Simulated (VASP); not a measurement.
A run of VASP 6.6.1:

File POSCAR:

```
Pt
1.0
    0.0000000000      1.7103831919      2.5655747879
    1.7103831919      0.0000000000      2.5655747879
    1.7103831919      1.7103831919      0.0000000000
Pt
1
Direct
    0.0000000000      0.0000000000      0.0000000000
```

INCAR.step1

```
SYSTEM = Pt
ALGO = Normal ; EDIFF = 1E-4
ENCUT = 520 ; GGA = PE
ISMEAR = 0 ; LASPH = .True.
LCHARG = .False. ; LREAL = .False.
LWAVE = .True. ; NBANDS = 11
NELM = 100 ; PREC = Accurate
SIGMA = 0.15
```

File INCAR.step2:

```
SYSTEM = Pt
ALGO = Normal ; EDIFF = 1E-6
ENCUT = 520 ; ISIF = 2
ISMEAR = 0 ; ISTART = 1
LASPH = .True. ; LCHARG = .False.
LMIXTAU = .True. ; LREAL = .False.
LWAVE = .False. ; METAGGA = R2SCAN
NBANDS = 11 ; NELM = 100
PREC = Accurate ; SIGMA = 0.15
```

Contents of KPOINTS:

```
k-points
0
Gamma
  24 24 24
  0 0 0
```

Potentials or basis: VASP PAW PBE potentials, release 64 (Pt).

Command:

```bash
$ cat potpaw_PBE.64/Pt/POTCAR > POTCAR
$ cp INCAR.step1 INCAR
$ mpirun -np 1 vasp_std > vasp.out
$ cp INCAR.step2 INCAR
$ mpirun -np 1 vasp_std > vasp.out
```

Hardware: 1 thread of Intel Xeon 8259CL (shared host).

Question: How long does it take, and how much memory?

Answer: It took 10 min on 1 thread of Intel Xeon 8259CL, on a shared host, peak memory 0.29 GiB. Counts: k points 1063.
